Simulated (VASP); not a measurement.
Runs of VASP 6.6.1 on Sc. The structure is that of space group P6_3/mmc (No. 194), or close to it. The cells are those of the table. 

| cell | gap on the mesh (eV) | pressure (GPa) |
| --- | --- | --- |
| a = 3.226, b = 3.226, c = 5.611 Å, angles 90.0, 90.0, 120.0°, 2 atoms | none | -0.9 |
| a = 3.246, b = 3.246, c = 5.484 Å, angles 90.0, 90.0, 120.0°, 2 atoms | none | -0.3 |
| a = 3.460, b = 3.460, c = 5.035 Å, angles 90.0, 90.0, 120.0°, 2 atoms | none | -2.8 |
| a = 3.165, b = 3.165, c = 5.512 Å, angles 90.0, 90.0, 120.0°, 2 atoms | none | (a) |

Alike in all rows: task single point; level PBE; potentials or basis VASP PAW PBE potentials, release 64 (Sc_sv); no spin polarisation; k mesh 15 × 15 × 8; cutoff (eV) 520; smearing gaussian 0.1 eV.

Q: Fill in the values left out.

A: (a) 2.2.

A gap of «none» marks levels without a gap at the run's occupations.
